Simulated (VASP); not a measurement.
Set up this calculation in VASP 6.6.1, as the native input.

```
Task                   : single point
Functional             : PBEsol
Potentials or basis    : VASP PAW PBE potentials, release 64 (Ta_pv, N)
Cutoff                 : 520 eV
k mesh                 : 18 × 18 × 8
Occupations            : gaussian, width 0.15 eV
Spin                   : no spin polarisation
Dipole correction      : no
Further INCAR settings : ALGO = Normal; EDIFF = 1e-06; NBANDS = 27
```

The structure of Ta3N lies in POSCAR:

```
Ta3N
1.0
    3.1205247677      0.0000000000      0.0000000000
   -1.5602623839      2.7024537220      0.0000000000
    0.0000000000      0.0000000000      6.8539311078
Ta N
3 1
Direct
    0.0000000000      0.0000000000      0.5000000000
    0.3333333333      0.6666666667      0.1725859884
    0.6666666667      0.3333333333      0.8274140116
    0.0000000000      0.0000000000      0.0000000000
```

This cell differs from its parent crystal: strain +0.040 along x and y, -0.080 along z.

The input as run:

INCAR

```
PREC = Accurate
ENCUT = 520
EDIFF = 1E-6
ISMEAR = 0
SIGMA = 0.15
LREAL = False
LASPH = True
NELM = 100
ALGO = Normal
ISIF = 2
LWAVE = False
LCHARG = False
GGA = PS
NBANDS = 27
```

KPOINTS

```
regular mesh
0
Gamma
  18 18 8
```

Potentials or basis: VASP PAW PBE potentials, release 64 (Ta_pv, N).

Launch:

```sh
$ cat potpaw_PBE.64/Ta_pv/POTCAR potpaw_PBE.64/N/POTCAR > POTCAR
$ mpirun -np 1 vasp_std > vasp.out
```

Results of the run:

| Item | Value |
| --- | --- |
| Pressure | 2.5 GPa |
| Largest force | 0.602 eV/Å |
| Band gap on the k mesh | zero (bands 19 and 20 overlap by 0.85 eV) |

Caveat: the cell differs from its parent crystal (strain +0.040 along x and y, -0.080 along z); the stress differs along the axes, from -3 to 14 GPa; the PAW data sets were made with another functional, which shifts forces and pressure a little; spin-orbit coupling is left out, which moves the levels of the heavy elements.

Run time: 3.5 min on 1 thread of AMD EPYC 9R45 96-Core Processor (Zen 5), on a shared host, peak memory 0.41 GiB.
